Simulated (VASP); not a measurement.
# TaN (P-6m2) in VASP: a series of runs

The runs below take TaN through single point, with PBE.

Everything below comes from runs of VASP 6.6.1. Logs are shortened: lines on timing, memory, paths and dates and some standing lists are left out, and cuts for length are marked.

**1. The cell of the first run**

It takes space group P-6m2 (No. 187, hexagonal). Conventional cell: a = 2.898 Å, b = 2.898 Å, c = 2.844 Å, α = 90.00°, β = 90.00°, γ = 120.00°. Within 2.9 Å of Ta (site symmetry -6m2) lie 6 N at 2.20 Å and 8 Ta at 2.84 to 2.90 Å. Within 2.9 Å of N (site symmetry -6m2) lie 6 Ta at 2.20 Å and 8 N at 2.84 to 2.90 Å.

**2. Single point, PBE (volume scaled by 0.96)**

INCAR

```
SYSTEM = TaN
PREC = Accurate
ENCUT = 520
EDIFF = 1E-6
ISMEAR = -1
SIGMA = 0.05
LREAL = .FALSE.
LASPH = .TRUE.
NELM = 80
ALGO = Normal
ISIF = 2
LWAVE = .FALSE.
LCHARG = .TRUE.
GGA = PE
LELF = .TRUE.
LVHAR = .TRUE.
NBANDS = 15
```

KPOINTS

```
Automatic mesh
0
G
  10 10 9
  0 0 0
```

POSCAR

```
TaN
1.0
    2.8982924298      0.0000000000      0.0000000000
   -1.4491462149      2.5099948717      0.0000000000
    0.0000000000      0.0000000000      2.8440357641
Ta N
1 1
Direct
    0.0000000000      0.0000000000      0.5000000000
    0.6666666667      0.3333333333      0.0000000000
```

Potentials or basis: VASP PAW PBE potentials, release 64 (Ta_pv, N).

Run with:

```sh
> cat potpaw_PBE.64/Ta_pv/POTCAR potpaw_PBE.64/N/POTCAR > POTCAR
> mpirun -np 1 vasp_std > vasp.out
```

OUTCAR:

```text
SYSTEM = TaN
   PREC = Accurate
   ENCUT = 520
   EDIFF = 1E-6
   ISMEAR = -1
   LREAL = .FALSE.
   LASPH = .TRUE.
   NELM = 80
   ISIF = 2
   GGA = PE

 ion  position               nearest neighbor table
   1  0.000  0.000  0.500-   2 2.20   2 2.20   2 2.20   2 2.20   2 2.20   2 2.20
   2  0.667  0.333  0.000-   1 2.20   1 2.20   1 2.20   1 2.20   1 2.20   1 2.20

  LATTYP: Found a hexagonal cell.
 ALAT       =     2.8982924298
 C/A-ratio  =     0.9812797821

  Lattice vectors:

 A1 = (   2.8982924298,   0.0000000000,   0.0000000000)
 A2 = (  -1.4491462149,   2.5099948717,   0.0000000000)
 A3 = (   0.0000000000,   0.0000000000,   2.8440357641)

Analysis of symmetry for initial positions (statically):
=====================================================================
 Subroutine PRICEL returns:
 Original cell was already a primitive cell.

 Routine SETGRP: Setting up the symmetry group for a
 hexagonal supercell.

 Subroutine GETGRP returns: Found 12 space group operations
 (whereof 12 operations were pure point group operations)
 out of a pool of 24 trial point group operations.

The static configuration has the point symmetry D_3h.

Analysis of symmetry for dynamics (positions and initial velocities):
=====================================================================
 Subroutine PRICEL returns:
 Original cell was already a primitive cell.

 Routine SETGRP: Setting up the symmetry group for a
 hexagonal supercell.

 Subroutine GETGRP returns: Found 12 space group operations
 (whereof 12 operations were pure point group operations)
 out of a pool of 24 trial point group operations.

The dynamic configuration has the point symmetry D_3h.

 Subroutine INISYM returns: Found 12 space group operations
 (whereof 12 operations are pure point group operations),
 and found     1 'primitive' translations

----------------------------------------------------------------------------------------

                                     Primitive cell

  volume of cell :      20.6895

  direct lattice vectors                    reciprocal lattice vectors
     2.898292430  0.000000000  0.000000000     0.345030746  0.199203594  0.000000000
    -1.449146215  2.509994872  0.000000000     0.000000000  0.398407189  0.000000000
     0.000000000  0.000000000  2.844035764     0.000000000  0.000000000  0.351613019

  length of vectors
     2.898292430  2.898292430  2.844035764     0.398407188  0.398407189  0.351613019

  position of ions in fractional coordinates (direct lattice)
     0.000000000  0.000000000  0.500000000
     0.666666667  0.333333333  0.000000000

  ion indices of the primitive-cell ions
   primitive index   ion index
                 1           1
                 2           2

----------------------------------------------------------------------------------------

 KPOINTS: Automatic mesh

Automatic generation of k-mesh.
 Grid dimensions read from file:
 generate k-points for:   10   10    9

 Generating k-lattice:

  Cartesian coordinates                     Fractional coordinates (reciprocal lattice)
     0.034503075  0.019920359  0.000000000     0.100000000  0.000000000  0.000000000
     0.000000000  0.039840719  0.000000000     0.000000000  0.100000000  0.000000000
     0.000000000  0.000000000  0.039068113     0.000000000  0.000000000  0.111111111

  Length of vectors
     0.039840719  0.039840719  0.039068113

  Shift w.r.t. Gamma in fractional coordinates (k-lattice)
     0.000000000  0.000000000  0.000000000

 Subroutine IBZKPT returns following result:
 ===========================================

 Found     70 irreducible k-points:

 Following reciprocal coordinates:
            Coordinates               Weight
  0.000000  0.000000  0.000000      1.000000
  0.100000  0.000000  0.000000      6.000000
  0.200000  0.000000  0.000000      6.000000
  0.300000  0.000000  0.000000      6.000000
  0.400000  0.000000  0.000000      6.000000
  0.500000  0.000000  0.000000      3.000000
[... 16 lines left out ...]
  0.300000  0.100000  0.111111     24.000000
  0.400000  0.100000  0.111111     24.000000
 [... further k-points ...]
   k-points           NKPTS =     70   k-points in BZ     NKDIM =     70   number of bands    NBANDS=     15
   number of dos      NEDOS =    301   number of ions     NIONS =      2
   total plane-waves  NPLWV =  13824
   dimension x,y,z NGX =    24 NGY =   24 NGZ =   24
   dimension x,y,z NGXF=    48 NGYF=   48 NGZF=   48
   ions per type =               1   1
   NGX,Y,Z   is equivalent  to a cutoff of  13.77, 13.77, 14.03 a.u.
   NGXF,Y,Z  is equivalent  to a cutoff of  27.53, 27.53, 28.06 a.u.
 SYSTEM =  TaN
   PREC   = accura    normal or accurate (medium, high low for compatibility)
   ISTART =      0    job   : 0-new  1-cont  2-samecut
   ICHARG =      2    charge: 1-file 2-atom 10-const
   ISPIN  =      1    spin polarized calculation?
   LNONCOLLINEAR =      F non collinear calculations
   LSORBIT =      F    spin-orbit coupling
   LASPH  =      T    aspherical Exc in radial PAW
   ENCUT  =  520.0 eV  38.22 Ry    6.18 a.u.   5.39  5.39  5.29*2*pi/ulx,y,z
   NELM   =     80;   NELMIN=  2; NELMDL= -5     # of ELM steps
   EDIFF  = 0.1E-05   stopping-criterion for ELM
   LREAL  =      F    real-space projection
   EDIFFG = 0.1E-04   stopping-criterion for IOM
   NSW    =      0    number of steps for IOM
   IBRION =     -1    ionic relax: 0-MD 1-quasi-New 2-CG
   NFREE  =      0    steps in history (QN), initial steepest desc. (CG)
   ISIF   =      2    stress and relaxation
   ISYM   =      2    0-nonsym 1-usesym 2-fastsym
   POTIM  = 0.5000    time-step for ionic-motion
   TEBEG  =    0.0;   TEEND  =   0.0 temperature during run
   PSTRESS=    0.0 pullay stress
   NELECT =      16.0000    total number of electrons
   NUPDOWN=      -1.0000    fix difference up-down
   EMIN   =  10.00;   EMAX   =-10.00  energy-range for DOS
   EFERMI =   0.00;   METHOD = LEGACY
   ISMEAR =    -1;   SIGMA  =   0.05  broadening in eV -4-tet -1-fermi 0-gaus
   EFERMI_NEDOS =   21; number of points for ismear=-14 and -15
   IALGO  =     38    algorithm
   IMIX   =      4    mixing-type and parameters
     AMIX     =   0.40;   BMIX     =  1.00
     AMIX_MAG =   1.60;   BMIX_MAG =  1.00
  volume/ion in A,a.u.               =      10.34        69.81
  Fermi-wavevector in a.u.,A,eV,Ry     =   1.502674  2.839642 30.722355  2.258029
  Thomas-Fermi vector in A             =   2.613884
   LORBIT       =      0    0 simple, 1 ext, 2 COOP (PROOUT), +10 PAW based schemes
   GGA     = PE    functional components
   LHFCALC =     F    Hartree Fock is set to
   AEXX    =    0.0000 exact exchange contribution
   IVDW    =     0    specifies the selected vdW correction
   LEPSILON=     F    determine dielectric tensor
   LRPA    =     F    only Hartree local field effects (RPA)
 non-spin polarized calculation
  energy-cutoff  :      520.00
  volume of cell :       20.69
 maximum number of plane-waves:       580
 NGX is ok and might be reduce to    24
   NGX = 11   NGY = 11   NGZ = 11

 number of electron      15.9999999 magnetization

 Free energy of the ion-electron system (eV)
  ---------------------------------------------------
  ext. energy  EPLUGINS =         0.00000000
  ---------------------------------------------------
  free energy    TOTEN  =       -22.36934939 eV

  energy without entropy =      -22.36907256  energy(sigma->0) =      -22.36921097

 E-fermi :   8.7491     XC(G=0): -13.5718

 val. band max:        8.6150331949   @ k =   0.0000   0.0000   0.4444
 cond. band min:       8.9226563192   @ k =   0.0000   0.0000   0.3333
 fundamental gap:      0.3076231243
 Fermi energy:         8.7490595684

 k-point     1 :       0.0000    0.0000    0.0000
  band No.  band energies     occupation
      1     -26.0410      2.00000
      2     -25.7555      2.00000
      3     -25.7555      2.00000
      4      -9.4077      2.00000
      5       3.9392      2.00000
      6       3.9392      2.00000
      7       4.2868      2.00000
      8       5.7117      2.00000
      9      11.2084      0.00000
     10      12.4659      0.00000
     11      12.4659      0.00000
     12      12.9321      0.00000
     13      12.9321      0.00000
     14      22.0499      0.00000
     15      22.3075      0.00000

 k-point     2 :       0.1000    0.0000    0.0000
  band No.  band energies     occupation
      1     -26.0252      2.00000
      2     -25.8797      2.00000
      3     -25.7816      2.00000
      4      -9.1864      2.00000
      5       3.3381      2.00000
      6       4.1055      2.00000
      7       4.5870      2.00000
      8       5.4027      2.00000
      9      11.9217      0.00000
     10      12.0622      0.00000
     11      12.5018      0.00000
     12      12.8191      0.00000
     13      13.2097      0.00000
     14      22.0356      0.00000
     15      22.2824      0.00000

 k-point     3 :       0.2000    0.0000    0.0000
  band No.  band energies     occupation
      1     -26.1928      2.00000
      2     -25.9837      2.00000
      3     -25.8494      2.00000
      4      -8.6017      2.00000
      5       2.1962      2.00000
      6       4.5238      2.00000
      7       4.7034      2.00000
      8       5.1953      2.00000
      9      11.1712      0.00000
     10      12.5364      0.00000
     11      12.6977      0.00000
     12      13.5885      0.00000
     13      13.7399      0.00000
     14      22.0553      0.00000
     15      22.2655      0.00000
[... 343 lines left out ...]
 k-point    23 :       0.3000    0.1000    0.1111
  band No.  band energies     occupation
      1     -26.6864      2.00000
      2     -26.0227      2.00000
      3     -26.0156      2.00000
      4      -7.3545      2.00000
      5       0.8736      2.00000
      6       3.2523      2.00000
      7       4.5579      2.00000
      8       6.3309      2.00000
      9      10.7001      0.00000
     10      12.1934      0.00000
     11      13.5388      0.00000
     12      14.5962      0.00000
     13      16.8747      0.00000
     14      22.1313      0.00000
     15      22.3303      0.00000

 k-point    24 :       0.4000    0.1000    0.1111
  band No.  band energies     occupation
      1     -26.8631      2.00000
      2     -26.0768      2.00000
      3     -25.9877      2.00000
      4      -6.9617      2.00000
      5       0.4044      2.00000
      6       3.1054      2.00000
      7       4.3956      2.00000
      8       6.3209      2.00000
      9      11.4124      0.00000
     10      12.4936      0.00000
     11      13.5133      0.00000
     12      14.8037      0.00000
     13      18.1423      0.00000
     14      21.1228      0.00000
     15      22.2173      0.00000

 [... further k-points ...]
[... 5 lines left out ...]
  --------------------------------------------------------------------------------------
  -------------------------------------------------------------------------------------
  Total        2.6479613      2.6479613      3.0488553      0.0000000     -0.0000000      0.0000000
  in kB      205.0558310    205.0558310    236.1007180      0.0000000     -0.0000000      0.0000000
  external PRESSURE =     215.4041267 kB  Pullay stress =       0.0000000 kB

 VOLUME and BASIS-vectors are now :
 -----------------------------------------------------------------------------
  energy-cutoff  :      520.00
  volume of cell :       20.69
      direct lattice vectors                 reciprocal lattice vectors
     2.898292430  0.000000000  0.000000000     0.345030746  0.199203594  0.000000000
    -1.449146215  2.509994872  0.000000000     0.000000000  0.398407189  0.000000000
     0.000000000  0.000000000  2.844035764     0.000000000  0.000000000  0.351613019

 POSITION                                       TOTAL-FORCE (eV/Angst)
 -----------------------------------------------------------------------------------
      0.00000      0.00000      1.42202        -0.000000      0.000000      0.000000
      1.44915      0.83666      0.00000         0.000000     -0.000000      0.000000
 -----------------------------------------------------------------------------------
    total drift:                               -0.000000      0.000000      0.000000

  FREE ENERGIE OF THE ION-ELECTRON SYSTEM (eV)
  ---------------------------------------------------
  free  energy   TOTEN  =       -22.3693493869 eV

  energy  without entropy=      -22.3690725585  energy(sigma->0) =      -22.36921097
```

Wall time 7 s (1 thread of Intel Xeon 6975P-C (Granite Rapids), shared host); peak memory 0.15 GiB.

Results:

```yaml
Free_energy: -22.3693 eV
Pressure: 21.5 GPa
Band_gap_on_the_k_mesh: zero (band 8 reaches 8.92 eV, above the bottom of band 9 at 8.62 eV)
```

Caveat: spin-orbit coupling is left out, which moves the levels of the heavy elements.

**3. Single point, PBE (volume scaled by 0.98)**

INCAR

```
PREC = Accurate
ENCUT = 520
EDIFF = 1E-6
ISMEAR = -1
SIGMA = 0.05
LREAL = False
LASPH = True
NELM = 60
ALGO = Normal
ISIF = 2
LWAVE = False
LCHARG = True
GGA = PE
LELF = True
LVHAR = True
NBANDS = 15
```

KPOINTS

```
regular mesh
0
Gamma
  10 10 9
```

POSCAR

```
TaN
1.0
    2.9182812851      0.0000000000      0.0000000000
   -1.4591406425      2.5273057282      0.0000000000
    0.0000000000      0.0000000000      2.8636504237
Ta N
1 1
Direct
    0.0000000000      0.0000000000      0.5000000000
    0.6666666667      0.3333333333      0.0000000000
```

Potentials or basis: VASP PAW PBE potentials, release 64 (Ta_pv, N).

Run with:

```sh
> cat potpaw_PBE.64/Ta_pv/POTCAR potpaw_PBE.64/N/POTCAR > POTCAR
> mpirun -np 1 vasp_std > vasp.out
```

It took 7.4 s on 1 thread of Intel Xeon 6975P-C (Granite Rapids), shared host; peak memory 0.15 GiB.

The run converged. Its results:

```yaml
Free_energy: -22.4160 eV
Pressure: 13.0 GPa
Band_gap_on_the_k_mesh: zero (band 8 reaches 8.70 eV, above the bottom of band 9 at 8.40 eV)
```

Stress tensor (GPa, compression positive):
```
12.34  0.00  0.00
 0.00 12.34  0.00
 0.00  0.00 14.45
```

Levels at points of the mesh, in eV from the Fermi level:
```csv
k point,band 5,band 6,band 7,band 8,band 9,band 10,band 11,band 12
"(0.00, 0.00, 0.00)",-4.72,-4.72,-4.36,-3.01,2.30,3.62,3.62,4.06
"(0.50, 0.00, 0.00)",-8.46,-5.35,-3.62,-3.28,3.04,4.08,5.28,5.39
```

Caveat: spin-orbit coupling is left out, which moves the levels of the heavy elements.
